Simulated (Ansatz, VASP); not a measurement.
## Rb: VASP beside Ansatz

```
Rb
1.0
     4.98065    0.00000    0.00000
    -2.49032    4.31337    0.00000
     0.00000    0.00000    8.15477
Rb
2
Direct
  0.66667 0.33333 0.25345
  0.33333 0.66667 0.74655
```

Alike in both runs: functional PBE; k mesh 3 × 3 × 2; occupations gaussian, width 0.1 eV; no spin polarisation.

Ansatz relaxed the structure, and its values are those at the end. VASP's run is a single point on that final structure, the one shown.

|  | VASP | Ansatz |
| --- | --- | --- |
| version | VASP 6.6.1 | Ansatz 0.2.0 |
| potentials or method | VASP PAW PBE potentials, release 64 (Rb_sv), cutoff 520 eV | scalar-relativistic, plane waves, PAW |
| valence electrons in the cell | 18 | 18 |

|  | VASP | Ansatz | Ansatz less VASP |
| --- | --- | --- | --- |
| gap on the k mesh at the Fermi level (eV) | none | none | - |
| pressure (GPa) | 0.1 | 0.1 | +0.03 |
| rms of the force components (eV/Å) | 0.008 | 0.008 | 0.0000 |

A gap of «none» marks a metal or a gap that the smearing closes. With one functional, cell and mesh, what is left measures potentials, basis and numerics.

The k mesh is coarse, so the values compare programs but aren't converged.
